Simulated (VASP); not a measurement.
Set up this calculation in VASP 6.6.1, as the native input.

| Item | Value |
| --- | --- |
| Task | relaxation of cell and atoms |
| Functional | PBE |
| Potentials or basis | VASP PAW PBE potentials, release 64 (Al) |
| Cutoff | 600 eV |
| k mesh | 28 × 28 × 28 |
| Occupations | gaussian, width 0.1 eV |
| Spin | no spin polarisation |
| Dipole correction | no |
| Further INCAR settings | ALGO = Fast; EDIFF = 1e-06; IBRION = 2; EDIFFG = -0.01; NSW = 100; ISIF = 3 |

The structure of Al lies in POSCAR:

```
Al
1.0
   -1.3971149075      1.4281081059      2.0616689059
    1.3971149075     -1.4281081059      2.0616689059
    1.3971149075      1.4281081059     -2.0616689059
Al
1
Direct
    0.0000000000      0.5000000000      0.5000000000
```

The cell was built from a structure type or drawn by symmetry, and may not be a known phase.

The input as run:

INCAR

```
SYSTEM = Al
ALGO     = Fast           ! electronic algorithm
EDIFF    = 1E-6           ! SCF threshold, eV
EDIFFG   = -0.01          ! ionic threshold
ENCUT    = 600            ! plane-wave cutoff, eV
GGA      = PE             ! functional
IBRION   = 2              ! ionic algorithm
ISIF     = 3              ! what is computed and relaxed
ISMEAR   = 0              ! smearing method
LASPH    = .True.         ! aspherical terms in the spheres
LCHARG   = .False.        ! write CHGCAR
LREAL    = .False.        ! projectors in reciprocal space
LWAVE    = .False.        ! write WAVECAR
NELM     = 60             ! most SCF steps
NSW      = 100            ! ionic steps
PREC     = Accurate       ! precision mode
SIGMA    = 0.1            ! smearing width, eV
```

KPOINTS

```
k-points
0
Gamma
  28 28 28
  0 0 0
```

Potentials or basis: VASP PAW PBE potentials, release 64 (Al).

Run with:

```bash
$ cat potpaw_PBE.64/Al/POTCAR > POTCAR
$ mpirun -np 1 vasp_std > vasp.out
```

It gave:

```
Relaxed volume                        : 16.47 Å³/atom
Relaxed cell                          : a = 2.856 Å, b = 2.856 Å, c = 2.856 Å, α = 119.90°, β = 120.06°, γ = 90.03°
Space group after relaxing (to 0.1 Å) : Fm-3m (No. 225)
Energy gained by relaxing             : 2.1 meV/atom
Ionic steps                           : 7
Pressure after relaxing               : 0.0 GPa
Band gap on the k mesh                : zero (an odd number of electrons rules out a gap without spin polarisation)
```

Run time: 3.6 min on 1 thread of Intel(R) Xeon(R) 6975P-C (Granite Rapids), on a shared host, peak memory 0.45 GiB.
